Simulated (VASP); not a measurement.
Runs of VASP 6.6.1 on TiO2. The structure is that of space group Pnma (No. 62), or close to it. The cells are those of the table. 

```csv
cell,gap on the mesh (eV),pressure (GPa),largest force (eV/Å)
"a = 9.459, b = 2.958, c = 4.902 Å, 12 atoms",2.46,2.2,(c)
"a = 9.331, b = 2.919, c = 4.836 Å, 12 atoms",2.57,11.7,0.35
"a = 9.396, b = 2.939, c = 4.869 Å, 12 atoms",2.51,6.7,0.20
"a = 9.266, b = 2.898, c = 4.802 Å, 12 atoms",2.62,(a),0.70
"a = 9.522, b = 2.978, c = 4.935 Å, 12 atoms",(d),-1.8,(b)
```

Alike in all rows: task single point; level PBE; potentials or basis VASP PAW PBE potentials, release 64 (Ti_sv, O); no spin polarisation; k mesh 3 × 9 × 6; cutoff (eV) 520; smearing fermi-dirac 0.05 eV.

Fill in the values left out.

(a) 17.2; (b) 0.54; (c) 0.27; (d) 2.41.

A k mesh can miss the band edges.
